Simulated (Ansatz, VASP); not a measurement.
**One calculation of SiC, two programs**

POSCAR

```
SiC
1.0
   -1.5387796673     -2.6652445653      0.0000000000
    1.5387796672     -2.6652445654      0.0000000000
    0.0000000000     -1.3326222827     10.0767691650
Si C
4 4
Direct
    0.1848239285      0.1848239285      0.5940376193
    0.6431572618      0.6431572618      0.0940376193
   -0.0860232955     -0.0860232955      0.3440931819
   -0.2110232955     -0.2110232955      0.8440931819
    0.2318323323      0.2318323323      0.4060040042
    0.4401656656      0.4401656656      0.9060040042
    0.9608339514     -0.0391660486      0.1566641945
    0.8358339514     -0.1641660486      0.6566641945
```

File INCAR.step1:

```
PREC = Accurate
ENCUT = 520
ISMEAR = 0
SIGMA = 0.05
LREAL = F
LASPH = T
NELM = 60
NBANDS = 26
GGA = PE
ALGO = Normal
EDIFF = 1E-4
LWAVE = T
LCHARG = F
```

The input INCAR.step2:

```
PREC = Accurate
ENCUT = 520
EDIFF = 1E-6
ISMEAR = 0
SIGMA = 0.05
LREAL = F
LASPH = T
NELM = 60
ALGO = Normal
ISIF = 2
LWAVE = F
LCHARG = F
METAGGA = R2SCAN
LMIXTAU = T
NBANDS = 26
ISTART = 1
```

KPOINTS

```
Automatic mesh
0
Gamma
  8 8 3
```

Input for Ansatz:

```yaml
crystal:
  lattice:
    - [-1.5387796673, -2.6652445653, 0.0]
    - [1.5387796672, -2.6652445654, 0.0]
    - [0.0, -1.3326222827, 10.076769165]
  atoms:
    - { symbol: Si, position: [0.1848239285, 0.1848239285, 0.5940376193] }
    - { symbol: Si, position: [0.6431572618, 0.6431572618, 0.0940376193] }
    - { symbol: Si, position: [-0.0860232955, -0.0860232955, 0.3440931819] }
    - { symbol: Si, position: [-0.2110232955, -0.2110232955, 0.8440931819] }
    - { symbol: C, position: [0.2318323323, 0.2318323323, 0.4060040042] }
    - { symbol: C, position: [0.4401656656, 0.4401656656, 0.9060040042] }
    - { symbol: C, position: [0.9608339514, -0.0391660486, 0.1566641945] }
    - { symbol: C, position: [0.8358339514, -0.1641660486, 0.6566641945] }
basis:
  ecutwfc: 500
kpoints:
  mp_grid: { grid: [8, 8, 3] }
hamiltonian:
  xc: r2scan
scf:
  occupations: { method: gaussian, width: 0.05 }
output:
  forces: true
  stress: true
  eigenvalues: true
```

Alike in both runs: task single point; functional r2SCAN; k mesh 8 × 8 × 3; occupations gaussian, width 0.05 eV; no spin polarisation.

|  | VASP | Ansatz |
| --- | --- | --- |
| version | VASP 6.6.1 | Ansatz 0.2.0 |
| potentials or method | VASP PAW PBE potentials, release 64 (Si, C), cutoff 520 eV | scalar-relativistic, plane waves, PAW |
| valence electrons in the cell | 32 | 32 |

VASP gave:

| Item | Value |
| --- | --- |
| gap on the k mesh at the Fermi level (eV) | 0.57 |
| least direct gap on the mesh (eV) | 1.54 |
| pressure (GPa) | -2.1 |
| traceless stress, the component that is largest in VASP (GPa) | -6.65 |
| rms of the force components (eV/Å) | 0.406 |

Problem. Which values does Ansatz return?

Solution. gap on the k mesh at the Fermi level (eV): 0.57; least direct gap on the mesh (eV): 1.54; pressure (GPa): -2.0; traceless stress, the component that is largest in VASP (GPa): -6.65; rms of the force components (eV/Å): 0.405.

VASP's potentials were made for PBE, not for r2SCAN. Atom by atom the forces differ by 0.006 eV/Å (rms over components).
